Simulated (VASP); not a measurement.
# Sc2AlN3 (P4/mmm) in VASP: single point with PBE

Aim: the single point of Sc2AlN3 with PBE.

All numbers are computed with VASP 6.6.1; they aren't measurements. Logs are shortened: lines on timing, memory, paths and dates and some standing lists are left out, and cuts for length are marked.

## 1. The cell of the first run

It takes space group P4/mmm (No. 123, tetragonal). Conventional cell: a = 3.793 Å, b = 3.793 Å, c = 6.009 Å, α = 90.00°, β = 90.00°, γ = 90.00°. Sc (site symmetry mmm) has 4 N at 2.24 Å and 4 Sc at 2.68 Å within 3.0 Å. Al (site symmetry 4/mmm) has 2 N at 1.80 Å within 2.4 Å. N (site symmetry 4mm) has 1 Al at 1.80 Å and 4 Sc at 2.24 Å and 1 N at 2.40 Å within 2.5 Å. Within 3.6 Å of N (site symmetry 4/mmm) lie 4 Al at 2.68 Å and 8 N at 3.23 Å and 8 Sc at 3.55 Å.

The cell was generated, and may not be a known phase.

## 2. Single point, PBE, collinear spin

Input file INCAR:

```
SYSTEM = Sc2AlN3
  PREC = Accurate
  ENCUT = 520
  EDIFF = 1E-7
  ISMEAR = 0
  SIGMA = 0.1
  LREAL = .FALSE.
  LASPH = .TRUE.
  NELM = 150
  ALGO = Normal
  ISIF = 2
  LWAVE = .FALSE.
  LCHARG = .TRUE.
  ISPIN = 2
  MAGMOM = 0 0 0 0 0 1.3
  LORBIT = 11
  LMAXMIX = 4
  GGA = PE
  LELF = .TRUE.
  LVHAR = .TRUE.
  NBANDS = 33
```

Input file KPOINTS:

```
regular mesh
0
G
  10 10 6
  0 0 0
```

Input file POSCAR:

```
Sc2AlN3
1.0
    3.7928609452      0.0000000000      0.0000000000
    0.0000000000      3.7928609452      0.0000000000
    0.0000000000      0.0000000000      6.0092100839
Sc Al N
2 1 3
Direct
    0.0000000000      0.5000000000      0.0000000000
    0.5000000000      0.0000000000      0.0000000000
    0.5000000000      0.5000000000      0.5000000000
    0.5000000000      0.5000000000      0.1997723916
    0.5000000000      0.5000000000      0.8002276084
    0.0000000000      0.0000000000      0.5000000000
```

Potentials or basis: VASP PAW PBE potentials, release 64 (Sc_sv, Al, N).

The run is started by

```sh
cat potpaw_PBE.64/Sc_sv/POTCAR potpaw_PBE.64/Al/POTCAR potpaw_PBE.64/N/POTCAR > POTCAR
mpirun -np 1 vasp_std > vasp.out
```

OUTCAR:

```text
SYSTEM = Sc2AlN3
   PREC = Accurate
   ENCUT = 520
   EDIFF = 1E-7
   ISMEAR = 0
   LREAL = .FALSE.
   LASPH = .TRUE.
   NELM = 150
   ISIF = 2
   ISPIN = 2
   LORBIT = 11
   GGA = PE

 ion  position               nearest neighbor table
   1  0.000  0.500  0.000-   4 2.24   5 2.24   4 2.24   5 2.24   2 2.68   2 2.68   2 2.68   2 2.68

   2  0.500  0.000  0.000-   4 2.24   5 2.24   4 2.24   5 2.24   1 2.68   1 2.68   1 2.68   1 2.68

   3  0.500  0.500  0.500-   4 1.80   5 1.80
   4  0.500  0.500  0.200-   3 1.80   2 2.24   1 2.24   2 2.24   1 2.24
   5  0.500  0.500  0.800-   3 1.80   2 2.24   1 2.24   2 2.24   1 2.24
   6  0.000  0.000  0.500-

  LATTYP: Found a simple tetragonal cell.
 ALAT       =     3.7928609452
 C/A-ratio  =     1.5843475864

  Lattice vectors:

 A1 = (   3.7928609452,   0.0000000000,   0.0000000000)
 A2 = (   0.0000000000,   3.7928609452,   0.0000000000)
 A3 = (   0.0000000000,   0.0000000000,   6.0092100839)

Analysis of symmetry for initial positions (statically):
=====================================================================
 Subroutine PRICEL returns:
 Original cell was already a primitive cell.

 Routine SETGRP: Setting up the symmetry group for a
 simple tetragonal supercell.

 Subroutine GETGRP returns: Found 16 space group operations
 (whereof 16 operations were pure point group operations)
 out of a pool of 16 trial point group operations.

The static configuration has the point symmetry D_4h.

Analysis of symmetry for dynamics (positions and initial velocities):
=====================================================================
 Subroutine PRICEL returns:
 Original cell was already a primitive cell.

 Routine SETGRP: Setting up the symmetry group for a
 simple tetragonal supercell.

 Subroutine GETGRP returns: Found 16 space group operations
 (whereof 16 operations were pure point group operations)
 out of a pool of 16 trial point group operations.

The dynamic configuration has the point symmetry D_4h.

Analysis of structural, dynamic, and magnetic symmetry:
=====================================================================
 Subroutine PRICEL returns:
 Original cell was already a primitive cell.

 Routine SETGRP: Setting up the symmetry group for a
 simple tetragonal supercell.

 Subroutine GETGRP returns: Found 16 space group operations
 (whereof 16 operations were pure point group operations)
 out of a pool of 16 trial point group operations.

The overall configuration has the point symmetry D_4h.

 Subroutine INISYM returns: Found 16 space group operations
 (whereof 16 operations are pure point group operations),
 and found     1 'primitive' translations

----------------------------------------------------------------------------------------

                                     Primitive cell

  volume of cell :      86.4473

  direct lattice vectors                    reciprocal lattice vectors
     3.792860945  0.000000000  0.000000000     0.263653220  0.000000000  0.000000000
     0.000000000  3.792860945  0.000000000     0.000000000  0.263653220  0.000000000
     0.000000000  0.000000000  6.009210084     0.000000000  0.000000000  0.166411223

  length of vectors
     3.792860945  3.792860945  6.009210084     0.263653220  0.263653220  0.166411223

  position of ions in fractional coordinates (direct lattice)
     0.000000000  0.500000000  0.000000000
     0.500000000  0.000000000  0.000000000
     0.500000000  0.500000000  0.500000000
     0.500000000  0.500000000  0.199772392
     0.500000000  0.500000000  0.800227608
     0.000000000  0.000000000  0.500000000

  ion indices of the primitive-cell ions
   primitive index   ion index
                 1           1
                 2           2
                 3           3
                 4           4
                 5           5
                 6           6

----------------------------------------------------------------------------------------

 KPOINTS: regular mesh

Automatic generation of k-mesh.
 Grid dimensions read from file:
 generate k-points for:   10   10    6

 Generating k-lattice:

  Cartesian coordinates                     Fractional coordinates (reciprocal lattice)
     0.026365322  0.000000000  0.000000000     0.100000000  0.000000000  0.000000000
     0.000000000  0.026365322  0.000000000     0.000000000  0.100000000  0.000000000
     0.000000000  0.000000000  0.027735204     0.000000000  0.000000000  0.166666667

  Length of vectors
     0.026365322  0.026365322  0.027735204

  Shift w.r.t. Gamma in fractional coordinates (k-lattice)
     0.000000000  0.000000000  0.000000000

 Subroutine IBZKPT returns following result:
 ===========================================

 Found     84 irreducible k-points:

 Following reciprocal coordinates:
            Coordinates               Weight
  0.000000  0.000000  0.000000      1.000000
  0.100000  0.000000  0.000000      4.000000
  0.200000  0.000000  0.000000      4.000000
  0.300000  0.000000  0.000000      4.000000
  0.400000  0.000000  0.000000      4.000000
  0.500000  0.000000  0.000000      2.000000
[... 16 lines left out ...]
  0.100000  0.000000  0.166667      8.000000
  0.200000  0.000000  0.166667      8.000000
 [... further k-points ...]
   k-points           NKPTS =     84   k-points in BZ     NKDIM =     84   number of bands    NBANDS=     33
   number of dos      NEDOS =    301   number of ions     NIONS =      6
   total plane-waves  NPLWV =  37632
   dimension x,y,z NGX =    28 NGY =   28 NGZ =   48
   dimension x,y,z NGXF=    56 NGYF=   56 NGZF=   96
   ions per type =               2   1   3
   NGX,Y,Z   is equivalent  to a cutoff of  12.27, 12.27, 13.28 a.u.
   NGXF,Y,Z  is equivalent  to a cutoff of  24.55, 24.55, 26.56 a.u.
 SYSTEM =  Sc2AlN3
   PREC   = accura    normal or accurate (medium, high low for compatibility)
   ISTART =      0    job   : 0-new  1-cont  2-samecut
   ICHARG =      2    charge: 1-file 2-atom 10-const
   ISPIN  =      2    spin polarized calculation?
   LNONCOLLINEAR =      F non collinear calculations
   LSORBIT =      F    spin-orbit coupling
   LASPH  =      T    aspherical Exc in radial PAW
   ENCUT  =  520.0 eV  38.22 Ry    6.18 a.u.   7.05  7.05 11.17*2*pi/ulx,y,z
   NELM   =    150;   NELMIN=  2; NELMDL= -5     # of ELM steps
   EDIFF  = 0.1E-06   stopping-criterion for ELM
   LREAL  =      F    real-space projection
   EDIFFG = 0.1E-05   stopping-criterion for IOM
   NSW    =      0    number of steps for IOM
   IBRION =     -1    ionic relax: 0-MD 1-quasi-New 2-CG
   NFREE  =      0    steps in history (QN), initial steepest desc. (CG)
   ISIF   =      2    stress and relaxation
   ISYM   =      2    0-nonsym 1-usesym 2-fastsym
   POTIM  = 0.5000    time-step for ionic-motion
   TEBEG  =    0.0;   TEEND  =   0.0 temperature during run
   PSTRESS=    0.0 pullay stress
   NELECT =      40.0000    total number of electrons
   NUPDOWN=      -1.0000    fix difference up-down
   EMIN   =  10.00;   EMAX   =-10.00  energy-range for DOS
   EFERMI =   0.00;   METHOD = LEGACY
   ISMEAR =     0;   SIGMA  =   0.10  broadening in eV -4-tet -1-fermi 0-gaus
   EFERMI_NEDOS =   21; number of points for ismear=-14 and -15
   IALGO  =     38    algorithm
   IMIX   =      4    mixing-type and parameters
     AMIX     =   0.40;   BMIX     =  1.00
     AMIX_MAG =   1.60;   BMIX_MAG =  1.00
  volume/ion in A,a.u.               =      14.41        97.23
  Fermi-wavevector in a.u.,A,eV,Ry     =   1.266226  2.392819 21.814591  1.603327
  Thomas-Fermi vector in A             =   2.399437
   LORBIT       =     11    0 simple, 1 ext, 2 COOP (PROOUT), +10 PAW based schemes
   GGA     = PE    functional components
   LHFCALC =     F    Hartree Fock is set to
   AEXX    =    0.0000 exact exchange contribution
   IVDW    =     0    specifies the selected vdW correction
   LEPSILON=     F    determine dielectric tensor
   LRPA    =     F    only Hartree local field effects (RPA)
 spin polarized calculation
 Gauss-broadening in eV      SIGMA  =   0.10
  energy-cutoff  :      520.00
  volume of cell :       86.45
 maximum number of plane-waves:      2360
   NGX = 15   NGY = 15   NGZ = 23

 number of electron      40.0000003 magnetization       1.1267973

 Free energy of the ion-electron system (eV)
  ---------------------------------------------------
  ext. energy  EPLUGINS =         0.00000000
  ---------------------------------------------------
  free energy    TOTEN  =       -41.10315726 eV

  energy without entropy =      -41.08531357  energy(sigma->0) =      -41.09423542

 E-fermi :   3.9829     XC(G=0): -10.2542

 val. band max:        3.9817653417   @ k =   0.5000   0.1000   0.5000
 cond. band min:       3.9913628892   @ k =   0.2000   0.1000   0.0000
 fundamental gap:      0.0095975475
 Fermi energy:         3.9828603186

 spin component 1

 k-point     1 :       0.0000    0.0000    0.0000
  band No.  band energies     occupation
      1     -45.1493      1.00000
      2     -44.7823      1.00000
      3     -24.1818      1.00000
      4     -24.1818      1.00000
      5     -23.7949      1.00000
      6     -23.4383      1.00000
[... 24 lines left out ...]
     31      10.6070      0.00000
     32      10.6114      0.00000

 k-point     2 :       0.1000    0.0000    0.0000
  band No.  band energies     occupation
      1     -45.1402      1.00000
      2     -44.7911      1.00000
      3     -24.1656      1.00000
      4     -24.1592      1.00000
      5     -23.7854      1.00000
      6     -23.4461      1.00000
[... 24 lines left out ...]
     31      10.2912      0.00000
     32      10.9580      0.00000
[... 733 lines left out ...]
     31      10.3125      0.00000
     32      10.7957      0.00000

 k-point    24 :       0.2000    0.0000    0.1667
  band No.  band energies     occupation
      1     -45.1138      1.00000
      2     -44.8168      1.00000
      3     -24.1168      1.00000
      4     -24.0937      1.00000
      5     -23.7581      1.00000
      6     -23.4691      1.00000
[... 24 lines left out ...]
     31      10.1304      0.00000
     32      10.9863      0.00000

 [... further k-points ...]

 spin component 2

 k-point     1 :       0.0000    0.0000    0.0000
  band No.  band energies     occupation
      1     -45.2299      1.00000
      2     -44.8608      1.00000
      3     -24.2845      1.00000
      4     -24.2845      1.00000
      5     -23.8515      1.00000
      6     -23.4946      1.00000
[... 24 lines left out ...]
     31      10.5204      0.00000
     32      11.1448      0.00000

 k-point     2 :       0.1000    0.0000    0.0000
  band No.  band energies     occupation
      1     -45.2207      1.00000
      2     -44.8697      1.00000
      3     -24.2684      1.00000
      4     -24.2621      1.00000
      5     -23.8421      1.00000
      6     -23.5024      1.00000
[... 24 lines left out ...]
     31      10.2451      0.00000
     32      11.3592      0.00000
[... 733 lines left out ...]
     31      10.2316      0.00000
     32      11.0710      0.00000

 k-point    24 :       0.2000    0.0000    0.1667
  band No.  band energies     occupation
      1     -45.1942      1.00000
      2     -44.8956      1.00000
      3     -24.2198      1.00000
      4     -24.1971      1.00000
      5     -23.8148      1.00000
      6     -23.5255      1.00000
[... 24 lines left out ...]
     31      10.1386      0.00000
     32      11.0686      0.00000

 [... further k-points ...]

 [bands above 32 left out]

------------------------ aborting loop because EDIFF is reached ----------------------------------------

  FORCE on cell =-STRESS in cart. coord.  units (eV):
  Direction    XX          YY          ZZ          XY          YZ          ZX
  --------------------------------------------------------------------------------------
  -------------------------------------------------------------------------------------
  Total        0.2197319      0.2197319      0.1758303      0.0000000      0.0000000     -0.0000000
  in kB        4.0724193      4.0724193      3.2587656      0.0000000      0.0000000     -0.0000000
  external PRESSURE =       3.8012014 kB  Pullay stress =       0.0000000 kB

 VOLUME and BASIS-vectors are now :
 -----------------------------------------------------------------------------
  energy-cutoff  :      520.00
  volume of cell :       86.45
      direct lattice vectors                 reciprocal lattice vectors
     3.792860945  0.000000000  0.000000000     0.263653220  0.000000000  0.000000000
     0.000000000  3.792860945  0.000000000     0.000000000  0.263653220  0.000000000
     0.000000000  0.000000000  6.009210084     0.000000000  0.000000000  0.166411223

 POSITION                                       TOTAL-FORCE (eV/Angst)
 -----------------------------------------------------------------------------------
      0.00000      1.89643      0.00000         0.000000     -0.000000      0.000000
      1.89643      0.00000      0.00000         0.000000     -0.000000      0.000000
      1.89643      1.89643      3.00461         0.000000     -0.000000      0.000000
      1.89643      1.89643      1.20047        -0.000000      0.000000      0.074881
      1.89643      1.89643      4.80874         0.000000      0.000000     -0.074881
      0.00000      0.00000      3.00461         0.000000     -0.000000      0.000000
 -----------------------------------------------------------------------------------
    total drift:                                0.000000      0.000000     -0.000000

  FREE ENERGIE OF THE ION-ELECTRON SYSTEM (eV)
  ---------------------------------------------------
  free  energy   TOTEN  =       -41.1031572589 eV

  energy  without entropy=      -41.0853135738  energy(sigma->0) =      -41.09423542

 total charge

# of ion       s       p       d       tot
------------------------------------------
    1        2.256   6.198   1.186   9.640
    2        2.256   6.198   1.186   9.640
    3        0.380   0.351   0.000   0.730
    4        1.254   2.495   0.000   3.749
    5        1.254   2.495   0.000   3.749
    6        1.314   2.067   0.000   3.381
--------------------------------------------------
tot          8.714  19.802   2.372  30.888

 magnetization (x)

# of ion       s       p       d       tot
------------------------------------------
    1       -0.008  -0.011  -0.092  -0.111
    2       -0.008  -0.011  -0.092  -0.111
    3       -0.005  -0.007   0.000  -0.012
    4        0.003   0.077   0.000   0.080
    5        0.003   0.077   0.000   0.080
    6        0.022   0.853   0.000   0.876
--------------------------------------------------
tot          0.006   0.978  -0.184   0.801
```

Run time: 4.7 min. Hardware: 1 thread of Intel Xeon Platinum 8559C (Emerald Rapids), shared host; peak memory 0.46 GiB.

What came out:

```
Free energy                                           : -41.1032 eV
Pressure                                              : 0.4 GPa
Largest force                                         : 0.075 eV/Å
Net moment                                            : 1.13 μB per cell
Site moments                                          : Sc -0.11; Al -0.01; N +0.08, +0.88 (each value once) μB
Valence electrons inside the program's atomic spheres : Sc 9.64; Al 0.73; N 3.75, 3.38 (each value once)
```

Forces on the atoms (eV/Å):
```
Sc   0.000  0.000  0.000
Sc   0.000  0.000  0.000
Al   0.000  0.000  0.000
N    0.000  0.000  0.075
N    0.000  0.000 -0.075
N    0.000  0.000  0.000
```

Stress tensor (GPa, compression positive):
```
0.41 0.00 0.00
0.00 0.41 0.00
0.00 0.00 0.33
```
